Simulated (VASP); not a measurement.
# Mo (I4/mmm) in VASP: single point with r2SCAN

Aim: the single point of Mo with r2SCAN.

Program: VASP 6.6.1. These are calculated values, not measurements. Logs are shortened: lines on timing, memory, paths and dates and some standing lists are left out, and cuts for length are marked.

## 1. The cell of the first run

Symmetry: I4/mmm, No. 139, tetragonal system. The conventional cell has a = 3.150 Å, b = 3.150 Å, c = 3.276 Å, α = 90.00°, β = 90.00°, γ = 90.00°. Within 3.6 Å of Mo (site symmetry 4/mmm) lie 14 Mo at 2.77 to 3.28 Å.

## 2. Single point, r2SCAN (strain +0.0400 x Voigt [0, 1, 0, 0, 0, 0])

The input, POSCAR:

```
Mo
1.0
   -1.5752131668      1.6382216935      1.5752131668
    1.5752131668     -1.6382216935      1.5752131668
    1.5752131668      1.6382216935     -1.5752131668
Mo
1
Direct
    0.0000000000      0.0000000000      0.0000000000
```

The input, INCAR.step1:

```
SYSTEM = Mo
PREC = Accurate
ENCUT = 520
ISMEAR = 0
SIGMA = 0.15
LREAL = .False.
LASPH = .True.
NELM = 60
NBANDS = 13
GGA = PE
ALGO = Normal
EDIFF = 1E-4
LWAVE = .True.
LCHARG = .False.
```

The input, INCAR.step2:

```
SYSTEM = Mo
PREC = Accurate
ENCUT = 520
EDIFF = 1E-7
ISMEAR = 0
SIGMA = 0.15
LREAL = .False.
LASPH = .True.
NELM = 60
ALGO = Normal
ISIF = 2
LWAVE = .False.
LCHARG = .False.
METAGGA = R2SCAN
LMIXTAU = .True.
NBANDS = 13
ISTART = 1
```

The input, KPOINTS:

```
regular mesh
0
Gamma
  26 26 26
  0 0 0
```

Potentials or basis: VASP PAW PBE potentials, release 64 (Mo_sv).

The run is started by

```console
> cat potpaw_PBE.64/Mo_sv/POTCAR > POTCAR
> cp INCAR.step1 INCAR
> mpirun -np 1 vasp_std > vasp.out
> cp INCAR.step2 INCAR
> mpirun -np 1 vasp_std > vasp.out
```

OUTCAR:

```text
SYSTEM = Mo
   PREC = Accurate
   ENCUT = 520
   EDIFF = 1E-7
   ISMEAR = 0
   LREAL = .False.
   LASPH = .True.
   NELM = 60
   ISIF = 2
   METAGGA = R2SCAN
   ISTART = 1

 ion  position               nearest neighbor table
   1  0.000  0.000  0.000-

  LATTYP: Found a body centered tetragonal cell.
 ALAT       =     3.1504263336
 C/A-ratio  =     1.0400000000

  Lattice vectors:

 A1 = (  -1.5752131668,  -1.6382216935,   1.5752131668)
 A2 = (   1.5752131668,  -1.6382216935,  -1.5752131668)
 A3 = (   1.5752131668,   1.6382216935,   1.5752131668)

Analysis of symmetry for initial positions (statically):
=====================================================================
 Subroutine PRICEL returns:
 Original cell was already a primitive cell.

 Routine SETGRP: Setting up the symmetry group for a
 body centered tetragonal supercell.

 Subroutine GETGRP returns: Found 16 space group operations
 (whereof 16 operations were pure point group operations)
 out of a pool of 16 trial point group operations.

The static configuration has the point symmetry D_4h.

Analysis of symmetry for dynamics (positions and initial velocities):
=====================================================================
 Subroutine PRICEL returns:
 Original cell was already a primitive cell.

 Routine SETGRP: Setting up the symmetry group for a
 body centered tetragonal supercell.

 Subroutine GETGRP returns: Found 16 space group operations
 (whereof 16 operations were pure point group operations)
 out of a pool of 16 trial point group operations.

The dynamic configuration has the point symmetry D_4h.

 Subroutine INISYM returns: Found 16 space group operations
 (whereof 16 operations are pure point group operations),
 and found     1 'primitive' translations

----------------------------------------------------------------------------------------

                                     Primitive cell

  volume of cell :      16.2597

  direct lattice vectors                    reciprocal lattice vectors
    -1.575213167  1.638221694  1.575213167     0.000000000  0.305208997  0.317417357
     1.575213167 -1.638221694  1.575213167     0.317417357  0.000000000  0.317417357
     1.575213167  1.638221694 -1.575213167     0.317417357  0.305208997  0.000000000

  length of vectors
     2.765205844  2.765205844  2.765205844     0.440347942  0.448895931  0.440347942

  position of ions in fractional coordinates (direct lattice)
     0.000000000  0.000000000  0.000000000

  ion indices of the primitive-cell ions
   primitive index   ion index
                 1           1

----------------------------------------------------------------------------------------

 KPOINTS: regular mesh

Automatic generation of k-mesh.
 Grid dimensions read from file:
 generate k-points for:   26   26   26

 Generating k-lattice:

  Cartesian coordinates                     Fractional coordinates (reciprocal lattice)
     0.000000000  0.011738808  0.012208360     0.038461538 -0.000000000  0.000000000
     0.012208360  0.000000000  0.012208360     0.000000000  0.038461538  0.000000000
     0.012208360  0.011738808  0.000000000     0.000000000 -0.000000000  0.038461538

  Length of vectors
     0.016936459  0.017265228  0.016936459

  Shift w.r.t. Gamma in fractional coordinates (k-lattice)
     0.000000000  0.000000000  0.000000000

 Subroutine IBZKPT returns following result:
 ===========================================

 Found   1330 irreducible k-points:

 Following reciprocal coordinates:
            Coordinates               Weight
  0.000000  0.000000  0.000000      1.000000
  0.038462  0.000000 -0.000000      8.000000
  0.076923  0.000000 -0.000000      8.000000
  0.115385  0.000000 -0.000000      8.000000
  0.153846  0.000000 -0.000000      8.000000
  0.192308  0.000000 -0.000000      8.000000
[... 16 lines left out ...]
  0.307692  0.038462 -0.000000     16.000000
  0.346154  0.038462 -0.000000     16.000000
 [... further k-points ...]
   k-points           NKPTS =   1330   k-points in BZ     NKDIM =   1330   number of bands    NBANDS=     13
   number of dos      NEDOS =    301   number of ions     NIONS =      1
   total plane-waves  NPLWV =  13824
   dimension x,y,z NGX =    24 NGY =   24 NGZ =   24
   dimension x,y,z NGXF=    48 NGYF=   48 NGZF=   48
   ions per type =               1
   NGX,Y,Z   is equivalent  to a cutoff of  14.43, 14.43, 14.43 a.u.
   NGXF,Y,Z  is equivalent  to a cutoff of  28.86, 28.86, 28.86 a.u.
 SYSTEM =  Mo
   PREC   = accura    normal or accurate (medium, high low for compatibility)
   ISTART =      1    job   : 0-new  1-cont  2-samecut
   ICHARG =      0    charge: 1-file 2-atom 10-const
   ISPIN  =      1    spin polarized calculation?
   LNONCOLLINEAR =      F non collinear calculations
   LSORBIT =      F    spin-orbit coupling
   LASPH  =      T    aspherical Exc in radial PAW
   ENCUT  =  520.0 eV  38.22 Ry    6.18 a.u.   5.14  5.14  5.14*2*pi/ulx,y,z
   NELM   =     60;   NELMIN=  2; NELMDL=  0     # of ELM steps
   EDIFF  = 0.1E-06   stopping-criterion for ELM
   LREAL  =      F    real-space projection
   EDIFFG = 0.1E-05   stopping-criterion for IOM
   NSW    =      0    number of steps for IOM
   IBRION =     -1    ionic relax: 0-MD 1-quasi-New 2-CG
   NFREE  =      0    steps in history (QN), initial steepest desc. (CG)
   ISIF   =      2    stress and relaxation
   ISYM   =      2    0-nonsym 1-usesym 2-fastsym
   POTIM  = 0.5000    time-step for ionic-motion
   TEBEG  =    0.0;   TEEND  =   0.0 temperature during run
   PSTRESS=    0.0 pullay stress
   NELECT =      14.0000    total number of electrons
   NUPDOWN=      -1.0000    fix difference up-down
   EMIN   =  10.00;   EMAX   =-10.00  energy-range for DOS
   EFERMI =   0.00;   METHOD = LEGACY
   ISMEAR =     0;   SIGMA  =   0.15  broadening in eV -4-tet -1-fermi 0-gaus
   EFERMI_NEDOS =   21; number of points for ismear=-14 and -15
   IALGO  =     38    algorithm
   IMIX   =      4    mixing-type and parameters
     AMIX     =   0.40;   BMIX     =  1.00
     AMIX_MAG =   1.60;   BMIX_MAG =  1.00
  volume/ion in A,a.u.               =      16.26       109.73
  Fermi-wavevector in a.u.,A,eV,Ry     =   1.557449  2.943151 33.002921  2.425646
  Thomas-Fermi vector in A             =   2.661097
   LORBIT       =      0    0 simple, 1 ext, 2 COOP (PROOUT), +10 PAW based schemes
   METAGGA = R2SCAN    functional components
   LHFCALC =     F    Hartree Fock is set to
   AEXX    =    0.0000 exact exchange contribution
   IVDW    =     0    specifies the selected vdW correction
   LEPSILON=     F    determine dielectric tensor
   LRPA    =     F    only Hartree local field effects (RPA)
 non-spin polarized calculation
 Gauss-broadening in eV      SIGMA  =   0.15
  energy-cutoff  :      520.00
  volume of cell :       16.26
 maximum number of plane-waves:       456
 NGX is ok and might be reduce to    24
   NGX = 11   NGY = 11   NGZ = 11

 number of electron      14.0000000 magnetization

 Free energy of the ion-electron system (eV)
  ---------------------------------------------------
  ext. energy  EPLUGINS =         0.00000000
  ---------------------------------------------------
  free energy    TOTEN  =       -26.05103913 eV

  energy without entropy =      -26.04487564  energy(sigma->0) =      -26.04795739

 E-fermi :  11.9226     XC(G=0): -14.3877

 val. band max:       11.9210940971   @ k =   0.2308  -0.1538   0.0769
 cond. band min:      11.9241147036   @ k =   0.4615   0.1154   0.0000
 fundamental gap:      0.0030206066
 Fermi energy:        11.9225608139

 k-point     1 :       0.0000    0.0000    0.0000
  band No.  band energies     occupation
      1     -51.2985      2.00000
      2     -23.8666      2.00000
      3     -23.8583      2.00000
      4     -23.8583      2.00000
      5       4.3916      2.00000
      6      10.4391      2.00000
      7      10.4391      2.00000
      8      10.8852      2.00000
      9      13.4679      0.00000
     10      14.0322      0.00000
     11      26.8588      0.00000
     12      27.6380      0.00000
     13      27.6380      0.00000

 k-point     2 :       0.0385    0.0000   -0.0000
  band No.  band energies     occupation
      1     -51.2950      2.00000
      2     -23.8839      2.00000
      3     -23.8644      2.00000
      4     -23.8618      2.00000
      5       4.4574      2.00000
      6      10.4353      2.00000
      7      10.4500      2.00000
      8      10.8985      2.00000
      9      13.4283      0.00000
     10      14.0135      0.00000
     11      26.9555      0.00000
     12      27.7130      0.00000
     13      27.7468      0.00000

 k-point     3 :       0.0769    0.0000   -0.0000
  band No.  band energies     occupation
      1     -51.2846      2.00000
      2     -23.9440      2.00000
      3     -23.8824      2.00000
      4     -23.8624      2.00000
      5       4.6504      2.00000
      6      10.4198      2.00000
      7      10.4314      2.00000
      8      10.9925      2.00000
      9      13.3163      0.00000
     10      13.9728      0.00000
     11      27.2025      0.00000
     12      27.9324      0.00000
     13      28.0687      0.00000

 k-point     4 :       0.1154    0.0000   -0.0000
  band No.  band energies     occupation
      1     -51.2680      2.00000
      2     -24.0404      2.00000
      3     -23.9111      2.00000
      4     -23.8625      2.00000
      5       4.9577      2.00000
      6      10.3217      2.00000
      7      10.3831      2.00000
      8      11.2356      2.00000
      9      13.1647      0.00000
     10      13.9352      0.00000
     11      27.4866      0.00000
     12      28.2621      0.00000
     13      28.5910      0.00000

 k-point     5 :       0.1538    0.0000   -0.0000
  band No.  band energies     occupation
      1     -51.2460      2.00000
      2     -24.1661      2.00000
      3     -23.9487      2.00000
      4     -23.8626      2.00000
      5       5.3548      2.00000
      6      10.1413      2.00000
      7      10.3203      2.00000
      8      11.6161      1.99614
      9      13.0303      0.00000
     10      13.9134      0.00000
     11      27.6709      0.00000
     12      28.5901      0.00000
     13      29.2954      0.00000
[... 257 lines left out ...]
 k-point    22 :       0.2692    0.0385   -0.0000
  band No.  band energies     occupation
      1     -51.1443      2.00000
      2     -24.7146      2.00000
      3     -24.1156      2.00000
      4     -23.8728      2.00000
      5       6.7332      2.00000
      6       9.3497      2.00000
      7      10.4349      2.00000
      8      13.0569      0.00000
      9      13.7687      0.00000
     10      14.0984      0.00000
     11      26.6085      0.00000
     12      27.4116      0.00000
     13      32.6720      0.00000

 k-point    23 :       0.3077    0.0385   -0.0000
  band No.  band energies     occupation
      1     -51.1164      2.00000
      2     -24.8587      2.00000
      3     -24.1623      2.00000
      4     -23.8728      2.00000
      5       6.8324      2.00000
      6       9.1491      2.00000
      7      10.8703      2.00000
      8      13.1803      0.00000
      9      14.1925      0.00000
     10      14.4903      0.00000
     11      25.9898      0.00000
     12      26.4557      0.00000
     13      33.3418      0.00000

 k-point    24 :       0.3462    0.0385   -0.0000
  band No.  band energies     occupation
      1     -51.0918      2.00000
      2     -24.9838      2.00000
      3     -24.2031      2.00000
      4     -23.8727      2.00000
      5       6.8142      2.00000
      6       8.9798      2.00000
      7      11.4472      1.99999
      8      13.3190      0.00000
      9      14.2910      0.00000
     10      15.1974      0.00000
     11      25.3303      0.00000
     12      25.5609      0.00000
     13      32.1812      0.00000

 [... further k-points ...]

------------------------ aborting loop because EDIFF is reached ----------------------------------------

  FORCE on cell =-STRESS in cart. coord.  units (eV):
  Direction    XX          YY          ZZ          XY          YZ          ZX
  --------------------------------------------------------------------------------------
  -------------------------------------------------------------------------------------
  Total       -0.4790530     -1.6666485     -0.4790530      0.0000000      0.0000000      0.0000000
  in kB      -47.2044375   -164.2265147    -47.2044375      0.0000000      0.0000000      0.0000000
  external PRESSURE =     -86.2117965 kB  Pullay stress =       0.0000000 kB

 VOLUME and BASIS-vectors are now :
 -----------------------------------------------------------------------------
  energy-cutoff  :      520.00
  volume of cell :       16.26
      direct lattice vectors                 reciprocal lattice vectors
    -1.575213167  1.638221694  1.575213167     0.000000000  0.305208997  0.317417357
     1.575213167 -1.638221694  1.575213167     0.317417357  0.000000000  0.317417357
     1.575213167  1.638221694 -1.575213167     0.317417357  0.305208997  0.000000000

 POSITION                                       TOTAL-FORCE (eV/Angst)
 -----------------------------------------------------------------------------------
      0.00000      0.00000      0.00000         0.000000      0.000000     -0.000000
 -----------------------------------------------------------------------------------
    total drift:                               -0.000000      0.000000      0.000000

  FREE ENERGIE OF THE ION-ELECTRON SYSTEM (eV)
  ---------------------------------------------------
  free  energy   TOTEN  =       -26.0510391337 eV

  energy  without entropy=      -26.0448756411  energy(sigma->0) =      -26.04795739
```

It took 25 min on 1 thread of AMD EPYC 9755, shared host; peak memory 0.33 GiB.

Results:

| Item | Value |
| --- | --- |
| Free energy | -26.0510 eV |
| Pressure | -8.6 GPa |
| Band gap on the k mesh | zero (bands 7 and 8 overlap by 4.94 eV) |

Stress tensor (GPa, compression positive):
```
 -4.72   0.00   0.00
  0.00 -16.42   0.00
  0.00   0.00  -4.72
```

Caveat: the cell differs from its parent crystal (strain +0.0400 x Voigt [0, 1, 0, 0, 0, 0]); the stress differs along the axes, from -16 to -5 GPa; the PAW data sets were made with another functional, which shifts forces and pressure a little.
